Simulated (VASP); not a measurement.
A run of VASP 6.6.1 is set up as follows.

POSCAR

```
GaN
1.0
    0.0000000000      2.2152027174      2.2489367689
    2.2152027174      0.0000000000      2.2489367689
    2.2152027174      2.2152027174      0.0000000000
Ga N
1 1
Direct
    0.0000000000      0.0000000000      0.0000000000
    0.7500000000      0.7500000000      0.7500000000
```

INCAR.step1

```
SYSTEM = GaN
PREC = Accurate ; ENCUT = 520
ISMEAR = 0 ; SIGMA = 0.05
LREAL = .False. ; LASPH = .True.
NELM = 60 ; NBANDS = 16
GGA = PE ; ALGO = Normal
EDIFF = 1E-4 ; LWAVE = .True.
LCHARG = .False.
```

File INCAR.step2:

```
SYSTEM = GaN
PREC = Accurate ; ENCUT = 520
EDIFF = 1E-6 ; ISMEAR = 0
SIGMA = 0.05 ; LREAL = .False.
LASPH = .True. ; NELM = 60
ALGO = Normal ; ISIF = 2
LWAVE = .False. ; LCHARG = .True.
METAGGA = R2SCAN ; LMIXTAU = .True.
LELF = .True. ; LVHAR = .True.
NBANDS = 16 ; ISTART = 1
```

The input KPOINTS:

```
Automatic mesh
0
Gamma
  10 10 10
  0 0 0
```

Potentials or basis: VASP PAW PBE potentials, release 64 (Ga_d, N).

Launch:

```console
$ cat potpaw_PBE.64/Ga_d/POTCAR potpaw_PBE.64/N/POTCAR > POTCAR
$ cp INCAR.step1 INCAR
$ mpirun -np 1 vasp_std > vasp.out
$ cp INCAR.step2 INCAR
$ mpirun -np 1 vasp_std > vasp.out
```

Problem. What does it give for the band gap on the k mesh?

Solution. 2.34 eV.

Problem. Estimate the pressure.

Solution. 7.5 GPa.

Stress tensor (GPa, compression positive):
```
8.20 0.00 0.00
0.00 8.20 0.00
0.00 0.00 6.17
```

Caveat: the cell differs from its parent crystal (strain -0.015 along x and y, +0.000 along z); the cell stands under pressure; the PAW data sets were made with another functional, which shifts forces and pressure a little.
